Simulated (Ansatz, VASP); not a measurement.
**ZnCu: VASP beside Ansatz**

File POSCAR:

```
ZnCu
1.0
    2.9200023228      0.0000000000      0.0000000000
    0.0000000000      2.9200023228      0.0000000000
    0.0000000000      0.0000000000      2.9200023228
Zn Cu
1 1
Direct
    0.5000000000      0.5000000000      0.5000000000
    0.0000000000      0.0000000000      0.0000000000
```

INCAR.step1

```
SYSTEM = ZnCu
  PREC = Accurate
  ENCUT = 520
  ISMEAR = 0
  SIGMA = 0.05
  LREAL = .FALSE.
  LASPH = .TRUE.
  NELM = 80
  ISYM = 0
  NBANDS = 18
  GGA = PE
  ALGO = Normal
  EDIFF = 1E-4
  LWAVE = .TRUE.
  LCHARG = .FALSE.
```

The input INCAR.step2:

```
SYSTEM = ZnCu
  PREC = Accurate
  ENCUT = 520
  EDIFF = 1E-6
  ISMEAR = 0
  SIGMA = 0.05
  LREAL = .FALSE.
  LASPH = .TRUE.
  NELM = 80
  ALGO = Normal
  ISIF = 2
  LWAVE = .FALSE.
  LCHARG = .FALSE.
  METAGGA = R2SCAN
  LMIXTAU = .TRUE.
  ISYM = 0
  NBANDS = 18
  ISTART = 1
```

The input KPOINTS:

```
Automatic mesh
0
G
  12 12 12
  0 0 0
```

Input for Ansatz:

```yaml
crystal:
  lattice:
    - [2.9200023228, 0.0, 0.0]
    - [0.0, 2.9200023228, 0.0]
    - [0.0, 0.0, 2.9200023228]
  atoms:
    - { symbol: Zn, position: [0.5, 0.5, 0.5] }
    - { symbol: Cu, position: [0.0, 0.0, 0.0] }
  symmetry: { detect: false }
basis:
  ecutwfc: 500
  ecutrho_ratio: 4
kpoints:
  mp_grid: { grid: [12, 12, 12] }
hamiltonian:
  xc: r2scan
scf:
  occupations: { method: gaussian, width: 0.05 }
  mixing: { preconditioner: none }
  eigensolver: { kind: davidson }
output:
  forces: true
  stress: true
```

Alike in both runs: task single point; functional r2SCAN; k mesh 12 × 12 × 12; occupations gaussian, width 0.05 eV; no spin polarisation.

```csv
,VASP,Ansatz
version,VASP 6.6.1,Ansatz 0.2.0
potentials or method,"VASP PAW PBE potentials, release 64 (Zn, Cu), cutoff 520 eV","scalar-relativistic, plane waves, PAW"
valence electrons in the cell,23,31
```

|  | VASP | Ansatz | Ansatz less VASP |
| --- | --- | --- | --- |
| pressure (GPa) | 0.7 | 0.0 | -0.69 |

VASP's potentials were made for PBE, not for r2SCAN. With one functional, cell and mesh, what is left measures potentials, basis and numerics. VASP's potentials hold 23 valence electrons a cell and Ansatz's 31, so a difference there can come from the potentials and not from the codes.
